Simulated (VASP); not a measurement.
Input of a VASP 6.6.1 run:

INCAR

```
  ALGO = Normal
  EDIFF = 1E-7
  ENCUT = 520
  GGA = PE
  ISIF = 2
  ISMEAR = 0
  LASPH = T
  LCHARG = F
  LREAL = F
  LWAVE = F
  NBANDS = 24
  NELM = 80
  PREC = Accurate
  SIGMA = 0.2
```

The input KPOINTS:

```
k-points
0
Gamma
  4 4 5
```

File POSCAR:

```
SnTe3
1.0
    6.1836134147      0.0000000000      0.0000000000
    0.0000000000      6.1836134147      0.0000000000
    0.0000000000      0.0000000000      3.3800210780
Sn Te
1 3
Direct
    0.0000000000      0.0000000000      0.3322829960
    0.5000000000      0.0000000000      0.5571817101
    0.0000000000      0.5000000000      0.5571817101
    0.5000000000      0.5000000000      0.5719384237
```

Potentials or basis: VASP PAW PBE potentials, release 64 (Sn_d, Te).

The run is started by

```console
$ cat potpaw_PBE.64/Sn_d/POTCAR potpaw_PBE.64/Te/POTCAR > POTCAR
$ mpirun -np 1 vasp_std > vasp.out
```

(1) Predict the largest force.

(2) What does it give for the band gap on the k mesh?

(3) What does it give for the pressure?

## Answers

(1) 0.037 eV/Å.

(2) zero (bands 16 and 17 overlap by 3.63 eV).

(3) 0.1 GPa.

Caveat: the k points lie up to 0.37 Å⁻¹ apart, too coarse for converged energies and pressures of a metal; spin-orbit coupling is left out, which moves the levels of the heavy elements.
